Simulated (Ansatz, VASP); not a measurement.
## Zr2B3 in VASP and in Ansatz

```
CELL_PARAMETERS angstrom
5.54858 0.00000 0.00000
-2.77429 4.80521 0.00000
0.00000 0.00000 3.62452
ATOMIC_POSITIONS crystal
Zr 0.33333 0.66667 0.50000
Zr 0.66667 0.33333 0.50000
B 0.50000 0.00000 0.00000
B 0.00000 0.50000 0.00000
B 0.50000 0.50000 0.00000
```

Alike in both runs: functional PBE; k mesh 6 × 6 × 6; occupations gaussian, width 0.1 eV; no spin polarisation.

Ansatz relaxed the structure, and its values are those at the end. VASP's run is a single point on that final structure, the one shown.

|  | VASP | Ansatz |
| --- | --- | --- |
| version | VASP 6.6.1 | Ansatz 0.2.0 |
| potentials or method | VASP PAW PBE potentials, release 64 (Zr_sv, B), cutoff 520 eV | scalar-relativistic, plane waves, PAW |
| valence electrons in the cell | 33 | 33 |

```tsv
	VASP	Ansatz	Ansatz less VASP
gap on the k mesh at the Fermi level (eV)	none	none	-
pressure (GPa)	-0.1	-0.1	-0.03
```

A gap of «none» marks a metal or a gap that the smearing closes.
